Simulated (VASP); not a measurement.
# Bi in VASP: notebook, part 2 of 2

VASP 6.6.1. The steps go on from the part before.

## 3. Single point, LDA

Contents of INCAR:

```
ALGO = Normal
DIPOL = 0.5 0.5 0.500
EDIFF = 1E-6
ENCUT = 520
IDIPOL = 3
ISIF = 2
ISMEAR = 0
LASPH = True
LCHARG = False
LDIPOL = True
LREAL = False
LWAVE = False
NBANDS = 22
NELM = 100
PREC = Accurate
SIGMA = 0.02
```

Contents of KPOINTS:

```
k-points
0
Gamma
  9 9 1
```

Contents of POSCAR:

```
Bi
1.0
    4.4190000000      0.0000000000      0.0000000000
   -2.2095000000      3.8269662593      0.0000000000
    0.0000000000      0.0000000000     28.0000000000
Bi
2
Direct
    0.3333333333      0.6666666667      0.5065714286
    0.6666666667      0.3333333333      0.4934285714
```

Potentials or basis: VASP PAW LDA potentials, release 64 (Bi_d).

Started as:

```console
$ cat potpaw_LDA.64/Bi_d/POTCAR > POTCAR
$ mpirun -np 1 vasp_std > vasp.out
```

OUTCAR:

```text
EDIFF = 1E-6
   ENCUT = 520
   ISIF = 2
   ISMEAR = 0
   LASPH = True
   LREAL = False
   NELM = 100
   PREC = Accurate

 ion  position               nearest neighbor table
   1  0.333  0.667  0.507-   2 2.58   2 2.58   2 2.58
   2  0.667  0.333  0.493-   1 2.58   1 2.58   1 2.58

  LATTYP: Found a hexagonal cell.
 ALAT       =     4.4190000000
 C/A-ratio  =     6.3362751754

  Lattice vectors:

 A1 = (   4.4190000000,   0.0000000000,   0.0000000000)
 A2 = (  -2.2095000000,   3.8269662593,   0.0000000000)
 A3 = (   0.0000000000,   0.0000000000,  28.0000000000)

Analysis of symmetry for initial positions (statically):
=====================================================================
 Subroutine PRICEL returns:
 Original cell was already a primitive cell.

 Routine SETGRP: Setting up the symmetry group for a
 hexagonal supercell.

 Subroutine GETGRP returns: Found 12 space group operations
 (whereof 12 operations were pure point group operations)
 out of a pool of 24 trial point group operations.

The static configuration has the point symmetry D_3d.

Analysis of symmetry for dynamics (positions and initial velocities):
=====================================================================
 Subroutine PRICEL returns:
 Original cell was already a primitive cell.

 Routine SETGRP: Setting up the symmetry group for a
 hexagonal supercell.

 Subroutine GETGRP returns: Found 12 space group operations
 (whereof 12 operations were pure point group operations)
 out of a pool of 24 trial point group operations.

The dynamic configuration has the point symmetry D_3d.

 Subroutine INISYM returns: Found 12 space group operations
 (whereof 12 operations are pure point group operations),
 and found     1 'primitive' translations

----------------------------------------------------------------------------------------

                                     Primitive cell

  volume of cell :     473.5182

  direct lattice vectors                    reciprocal lattice vectors
     4.419000000  0.000000000  0.000000000     0.226295542  0.130651792  0.000000000
    -2.209500000  3.826966259  0.000000000     0.000000000  0.261303584  0.000000000
     0.000000000  0.000000000 28.000000000     0.000000000  0.000000000  0.035714286

  length of vectors
     4.419000000  4.419000000 28.000000000     0.261303584  0.261303584  0.035714286

  position of ions in fractional coordinates (direct lattice)
     0.333333333  0.666666667  0.506571429
     0.666666667  0.333333333  0.493428571

  ion indices of the primitive-cell ions
   primitive index   ion index
                 1           1
                 2           2

----------------------------------------------------------------------------------------

 KPOINTS: k-points

Automatic generation of k-mesh.
 Grid dimensions read from file:
 generate k-points for:    9    9    1

 Generating k-lattice:

  Cartesian coordinates                     Fractional coordinates (reciprocal lattice)
     0.025143949  0.014516866  0.000000000     0.111111111  0.000000000  0.000000000
     0.000000000  0.029033732  0.000000000     0.000000000  0.111111111  0.000000000
     0.000000000  0.000000000  0.035714286     0.000000000  0.000000000  1.000000000

  Length of vectors
     0.029033732  0.029033732  0.035714286

  Shift w.r.t. Gamma in fractional coordinates (k-lattice)
     0.000000000  0.000000000  0.000000000

 Subroutine IBZKPT returns following result:
 ===========================================

 Found     12 irreducible k-points:

 Following reciprocal coordinates:
            Coordinates               Weight
  0.000000  0.000000  0.000000      1.000000
  0.111111  0.000000  0.000000      6.000000
  0.222222  0.000000  0.000000      6.000000
  0.333333  0.000000  0.000000      6.000000
  0.444444  0.000000  0.000000      6.000000
  0.111111  0.111111  0.000000      6.000000
  0.222222  0.111111  0.000000     12.000000
  0.333333  0.111111  0.000000     12.000000
  0.444444  0.111111  0.000000      6.000000
  0.222222  0.222222  0.000000      6.000000
  0.333333  0.222222  0.000000     12.000000
  0.333333  0.333333  0.000000      2.000000
   k-points           NKPTS =     12   k-points in BZ     NKDIM =     12   number of bands    NBANDS=     22
   number of dos      NEDOS =    301   number of ions     NIONS =      2
   total plane-waves  NPLWV = 272160
   dimension x,y,z NGX =    36 NGY =   36 NGZ =  210
   dimension x,y,z NGXF=    72 NGYF=   72 NGZF=  420
   ions per type =               2
   NGX,Y,Z   is equivalent  to a cutoff of  13.54, 13.54, 12.47 a.u.
   NGXF,Y,Z  is equivalent  to a cutoff of  27.09, 27.09, 24.94 a.u.
 SYSTEM =  unknown system
   PREC   = accura    normal or accurate (medium, high low for compatibility)
   ISTART =      0    job   : 0-new  1-cont  2-samecut
   ICHARG =      2    charge: 1-file 2-atom 10-const
   ISPIN  =      1    spin polarized calculation?
   LNONCOLLINEAR =      F non collinear calculations
   LSORBIT =      F    spin-orbit coupling
   LASPH  =      T    aspherical Exc in radial PAW
   ENCUT  =  520.0 eV  38.22 Ry    6.18 a.u.   8.22  8.22 52.06*2*pi/ulx,y,z
   NELM   =    100;   NELMIN=  2; NELMDL= -5     # of ELM steps
   EDIFF  = 0.1E-05   stopping-criterion for ELM
   LREAL  =      F    real-space projection
   EDIFFG = 0.1E-04   stopping-criterion for IOM
   NSW    =      0    number of steps for IOM
   IBRION =     -1    ionic relax: 0-MD 1-quasi-New 2-CG
   NFREE  =      0    steps in history (QN), initial steepest desc. (CG)
   ISIF   =      2    stress and relaxation
   ISYM   =      2    0-nonsym 1-usesym 2-fastsym
   POTIM  = 0.5000    time-step for ionic-motion
   TEBEG  =    0.0;   TEEND  =   0.0 temperature during run
   PSTRESS=    0.0 pullay stress
   NELECT =      30.0000    total number of electrons
   NUPDOWN=      -1.0000    fix difference up-down
   EMIN   =  10.00;   EMAX   =-10.00  energy-range for DOS
   EFERMI =   0.00;   METHOD = LEGACY
   ISMEAR =     0;   SIGMA  =   0.02  broadening in eV -4-tet -1-fermi 0-gaus
   EFERMI_NEDOS =   21; number of points for ismear=-14 and -15
   IALGO  =     38    algorithm
   IMIX   =      4    mixing-type and parameters
     AMIX     =   0.40;   BMIX     =  1.00
     AMIX_MAG =   1.60;   BMIX_MAG =  1.00
  volume/ion in A,a.u.               =     236.76      1597.73
  Fermi-wavevector in a.u.,A,eV,Ry     =   0.652634  1.233299  5.795145  0.425931
  Thomas-Fermi vector in A             =   1.722617
   LORBIT       =      0    0 simple, 1 ext, 2 COOP (PROOUT), +10 PAW based schemes
   GGA     = CA    functional components
   LHFCALC =     F    Hartree Fock is set to
   AEXX    =    0.0000 exact exchange contribution
   IVDW    =     0    specifies the selected vdW correction
   LEPSILON=     F    determine dielectric tensor
   LRPA    =     F    only Hartree local field effects (RPA)
 non-spin polarized calculation
 Gauss-broadening in eV      SIGMA  =   0.02
  energy-cutoff  :      520.00
  volume of cell :      473.52
 maximum number of plane-waves:     12790
 NGX is ok and might be reduce to    36
   NGX = 17   NGY = 17   NGZ =105

 number of electron      30.0000005 magnetization

 dipolmoment           0.000000      0.000000     -0.000000 electrons x Angstroem

 Free energy of the ion-electron system (eV)
  ---------------------------------------------------
  ext. energy  EPLUGINS =         0.00000000
  ---------------------------------------------------
  free energy    TOTEN  =        -5.40000804 eV

  energy without entropy =       -5.39877906  energy(sigma->0) =       -5.39939355

 E-fermi :  -2.7936     XC(G=0):  -1.7890

 val. band max:       -2.8046514810   @ k =   0.4444   0.0000   0.0000
 cond. band min:      -2.7824654391   @ k =   0.4444   0.1111   0.0000
 fundamental gap:      0.0221860419
 Fermi energy:        -2.7935584591

 k-point     1 :       0.0000    0.0000    0.0000
  band No.  band energies     occupation
      1     -26.3914      2.00000
      2     -26.3914      2.00000
      3     -26.2328      2.00000
      4     -26.1150      2.00000
      5     -26.1150      2.00000
      6     -25.6459      2.00000
[... 274 lines left out ...]
      6     -25.8310      2.00000
[... 14 lines left out ...]
     21       3.0100      0.00000
     22       4.3151      0.00000

------------------------ aborting loop because EDIFF is reached ----------------------------------------

 vacuum level on the upper side and lower side of the slab       (xc-potential included)        -0.006        -0.006

  FORCE on cell =-STRESS in cart. coord.  units (eV):
  Direction    XX          YY          ZZ          XY          YZ          ZX
  --------------------------------------------------------------------------------------
  -------------------------------------------------------------------------------------
  Total       17.6424938     17.6424938      0.6183505      0.0000000      0.0000000      0.0000000
  in kB       59.6944410     59.6944410      2.0922263      0.0000000      0.0000000      0.0000000
  external PRESSURE =      40.4937028 kB  Pullay stress =       0.0000000 kB

 VOLUME and BASIS-vectors are now :
 -----------------------------------------------------------------------------
  energy-cutoff  :      520.00
  volume of cell :      473.52
      direct lattice vectors                 reciprocal lattice vectors
     4.419000000  0.000000000  0.000000000     0.226295542  0.130651792  0.000000000
    -2.209500000  3.826966259  0.000000000     0.000000000  0.261303584  0.000000000
     0.000000000  0.000000000 28.000000000     0.000000000  0.000000000  0.035714286

 POSITION                                       TOTAL-FORCE (eV/Angst)
 -----------------------------------------------------------------------------------
     -0.00000      2.55131     14.18400        -0.000000      0.000000      1.773209
      2.20950      1.27566     13.81600         0.000000     -0.000000     -1.773209
 -----------------------------------------------------------------------------------
    total drift:                                0.000000     -0.000000      0.000000

  FREE ENERGIE OF THE ION-ELECTRON SYSTEM (eV)
  ---------------------------------------------------
  free  energy   TOTEN  =        -5.4000080401 eV

  energy  without entropy=       -5.3987790566  energy(sigma->0) =       -5.39939355

 vacuum level on the upper side and lower side of the slab         1.567         1.567
```

stdout:

```text
POSCAR found type information on POSCAR Bi
 POSCAR found :  1 types and       2 ions
 scaLAPACK will be used
 LDA part: xc-table for (Slater(with rela. corr.)+CA(PZ))
 , standard interpolation
 POSCAR, INCAR and KPOINTS ok, starting setup
 FFT: planning ... GRIDC
 FFT: planning ... GRID_SOFT
 FFT: planning ... GRID
 WAVECAR not read
 entering main loop
```

Run time: 5 min. Hardware: 1 thread of AMD EPYC 7R13, shared host; peak memory 0.43 GiB.

Results:

```
Free energy            : -5.4000 eV
Largest force          : 1.773 eV/Å
Band gap on the k mesh : zero (bands 15 and 16 overlap by 0.41 eV)
```

Forces on the atoms (eV/Å):
```
Bi   0.000  0.000  1.773
Bi   0.000  0.000 -1.773
```

Caveat: spin-orbit coupling is left out, which moves the levels of the heavy elements.

## 4. Single point, LDA

Contents of INCAR:

```
PREC     = Accurate       # precision mode
ENCUT    = 520            # plane-wave cutoff, eV
EDIFF    = 1E-6           # SCF threshold, eV
ISMEAR   = 0              # smearing method
SIGMA    = 0.02           # smearing width, eV
LREAL    = F              # projectors in reciprocal space
LASPH    = T              # aspherical terms in the spheres
NELM     = 80             # most SCF steps
ALGO     = Normal         # electronic algorithm
ISIF     = 2              # what is computed and relaxed
LWAVE    = F              # write WAVECAR
LCHARG   = T              # write CHGCAR
LDIPOL   = T            
IDIPOL   = 3            
DIPOL    = 0.5 0.5 0.500
LELF     = T              # ELF
LVHAR    = T            
LVACPOTAV= T            
NBANDS   = 22             # bands
```

Contents of KPOINTS:

```
Automatic mesh
0
Gamma
  9 9 1
```

Contents of POSCAR:

```
Bi
1.0
    4.4190000000      0.0000000000      0.0000000000
   -2.2095000000      3.8269662593      0.0000000000
    0.0000000000      0.0000000000     28.0000000000
Bi
2
Direct
    0.3333333333      0.6666666667      0.5196964286
    0.6666666667      0.3333333333      0.4803035714
```

Started as:

```console
$ cat potpaw_LDA.64/Bi_d/POTCAR > POTCAR
$ mpirun -np 1 vasp_std > vasp.out
```

Wall time 4.4 min (1 thread of AMD EPYC 7R13, shared host); peak memory 0.42 GiB.

It converged, with:

```yaml
Free_energy: -7.5333 eV
Largest_force: 3.171 eV/Å
```

Forces on the atoms (eV/Å):
```
Bi   0.000  0.000  3.171
Bi   0.000  0.000 -3.171
```

Levels at points of the mesh, in eV from the Fermi level:
| k point | band 13 | band 14 | band 15 | band 16 | band 17 | band 18 |
| --- | --- | --- | --- | --- | --- | --- |
| (0.00, 0.00, 0.00) | -1.91 | -1.91 | -1.59 | 0.13 | 1.83 | 1.83 |

Caveat: spin-orbit coupling is left out, which moves the levels of the heavy elements.

## 5. Single point, LDA

Contents of INCAR:

```
SYSTEM = Bi
ALGO = Normal
DIPOL = 0.5 0.5 0.500
EDIFF = 1E-6
ENCUT = 520
GGA = CA
IDIPOL = 3
ISIF = 2
ISMEAR = 0
LASPH = .True.
LCHARG = .False.
LDIPOL = .True.
LREAL = .False.
LWAVE = .False.
NBANDS = 22
NELM = 60
PREC = Accurate
SIGMA = 0.02
```

Contents of KPOINTS:

```
k-points
0
Gamma
  9 9 1
  0 0 0
```

Contents of POSCAR:

```
Bi
1.0
    4.4190000000      0.0000000000      0.0000000000
   -2.2095000000      3.8269662593      0.0000000000
    0.0000000000      0.0000000000     28.0000000000
Bi
2
Direct
    0.3333333333      0.6666666667      0.5328214286
    0.6666666667      0.3333333333      0.4671785714
```

Started as:

```console
$ cat potpaw_LDA.64/Bi_d/POTCAR > POTCAR
$ mpirun -np 1 vasp_std > vasp.out
```

It took 4.3 min on 1 thread of AMD EPYC 7R13, shared host; peak memory 0.42 GiB.

It converged, with:

```yaml
Free_energy: -8.3636 eV
Largest_force: 1.355 eV/Å
```

Forces on the atoms (eV/Å):
```
Bi   0.000  0.000 -1.355
Bi   0.000  0.000  1.355
```

Levels at points of the mesh, in eV from the Fermi level:
| k point | band 11 | band 12 | band 13 | band 14 | band 15 | band 16 | band 17 | band 18 | band 19 | band 20 |
| --- | --- | --- | --- | --- | --- | --- | --- | --- | --- | --- |
| (0.00, 0.00, 0.00) | -12.19 | -8.92 | -1.12 | -0.15 | -0.15 | 0.32 | 2.12 | 2.12 | 3.69 | 3.77 |

Caveat: spin-orbit coupling is left out, which moves the levels of the heavy elements.

## 6. Single point, LDA

Contents of INCAR:

```
SYSTEM = Bi
PREC = Accurate
ENCUT = 520
EDIFF = 1E-6
ISMEAR = 0
SIGMA = 0.02
LREAL = .FALSE.
LASPH = .TRUE.
NELM = 80
ALGO = Normal
ISIF = 2
LWAVE = .FALSE.
LCHARG = .FALSE.
LDIPOL = .TRUE.
IDIPOL = 3
DIPOL = 0.5 0.5 0.500
NBANDS = 22
```

Contents of KPOINTS:

```
Automatic mesh
0
G
  9 9 1
  0 0 0
```

Contents of POSCAR:

```
Bi
1.0
    4.4190000000      0.0000000000      0.0000000000
   -2.2095000000      3.8269662593      0.0000000000
    0.0000000000      0.0000000000     28.0000000000
Bi
2
Direct
    0.3333333333      0.6666666667      0.5459464286
    0.6666666667      0.3333333333      0.4540535714
```

Potentials or basis: VASP PAW LDA potentials, release 64 (Bi_d).

Started as:

```console
$ cat potpaw_LDA.64/Bi_d/POTCAR > POTCAR
$ mpirun -np 1 vasp_std > vasp.out
```

It took 4.6 min on 1 thread of AMD EPYC 7R13, shared host; peak memory 0.42 GiB.

Results (log left out):

- Free energy: -6.5567 eV
- Largest force: 2.525 eV/Å
- Band gap on the k mesh: zero (bands 15 and 16 overlap by 0.87 eV)

Forces on the atoms (eV/Å):
```
Bi   0.000  0.000 -2.525
Bi   0.000  0.000  2.525
```

Levels at points of the mesh, in eV from the Fermi level:
```
           k point  band 11  band 12  band 13  band 14  band 15  band 16  band 17  band 18  band 19  band 20
(0.00, 0.00, 0.00)   -11.41   -10.08    -1.96     0.41     0.59     0.59     1.64     1.64     3.28     3.78
```

Caveat: spin-orbit coupling is left out, which moves the levels of the heavy elements.

## 7. Overview

```tsv
cell	gap on the mesh (eV)	largest force (eV/Å)
as given, atomic positions A	none	2.75
as given, atomic positions B	none	1.77
as given, atomic positions C	-	3.17
as given, atomic positions D	-	1.35
as given, atomic positions E	none	2.52
```

Alike in all rows: task single point; level LDA; potentials or basis VASP PAW LDA potentials, release 64 (Bi_d); no spin polarisation; k mesh 9 × 9 × 1; cutoff (eV) 520; smearing gaussian 0.02 eV.

Caveats: spin-orbit coupling is left out, which moves the levels of the heavy elements.

Total energies depend on the potentials used, so only differences within one code and one set of settings carry meaning.

The gap in the log of VASP goes by the Fermi energy; the results here count the filled bands.